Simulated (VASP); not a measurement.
# N: single point with PBE

The system is N.

```
CELL_PARAMETERS angstrom
7.03385 0.00000 0.00000
0.00000 7.03385 0.00000
0.00000 0.00000 7.03385
ATOMIC_POSITIONS crystal
N 0.75542 0.22336 0.10310
N 0.85138 0.14103 0.00957
N 0.62395 0.38780 0.51804
N 0.75614 0.44721 0.45796
N 0.98109 0.56660 0.84145
N 0.90183 0.67792 0.76119
N 0.40587 0.00439 0.43296
N 0.42335 0.85592 0.40126
N 0.50979 0.86522 0.92447
N 0.36437 0.91053 0.89840
N 0.21515 0.38899 0.25777
N 0.28850 0.45436 0.13803
```

| Property | Result |
| --- | --- |
| Program | VASP 6.6.1 |
| Task | single point |
| Functional | PBE |
| Potentials or basis | VASP PAW PBE potentials, release 64 (N_h) |
| Cutoff | 1000 eV |
| k mesh | 1 × 1 × 1 |
| Occupations | fermi-dirac, width 0.05 eV |
| Spin | no spin polarisation |
| Dipole correction | no |
| Further INCAR settings | ALGO = Normal; EDIFF = 1e-06; NBANDS = 42 |

| Property | Result |
| --- | --- |
| Pressure | 1.5 GPa |
| Largest force | 4.319 eV/Å |

Forces on the atoms (eV/Å):
```
N    0.324 -0.347 -0.439
N   -0.271  0.290  0.326
N    0.139  0.097  0.020
N   -0.197 -0.077  0.004
N   -0.841  1.233 -0.842
N    0.924 -1.074  0.913
N   -0.519  4.143  0.882
N    0.492 -4.198 -0.886
N    2.103 -0.732  0.391
N   -2.183  0.671 -0.391
N   -0.953 -0.814  1.500
N    0.983  0.807 -1.476
```

Stress tensor (GPa, compression positive):
```
 1.28  0.16 -0.14
 0.16  2.22  0.48
-0.14  0.48  1.06
```

Levels at points of the mesh, in eV from the Fermi level:
| k point | band 26 | band 27 | band 28 | band 29 | band 30 | band 31 | band 32 | band 33 | band 34 | band 35 |
| --- | --- | --- | --- | --- | --- | --- | --- | --- | --- | --- |
| (0.00, 0.00, 0.00) | -1.62 | -1.51 | -1.38 | -1.29 | -1.22 | 6.27 | 6.36 | 6.46 | 6.53 | 6.69 |

It took 100 s on 1 thread of AMD EPYC 7R43 64-Core Processor (Zen 3), with other jobs on the host, peak memory 0.83 GiB.

Caveat: the k points lie up to 0.89 Å⁻¹ apart, too coarse for converged energies, forces and pressures.
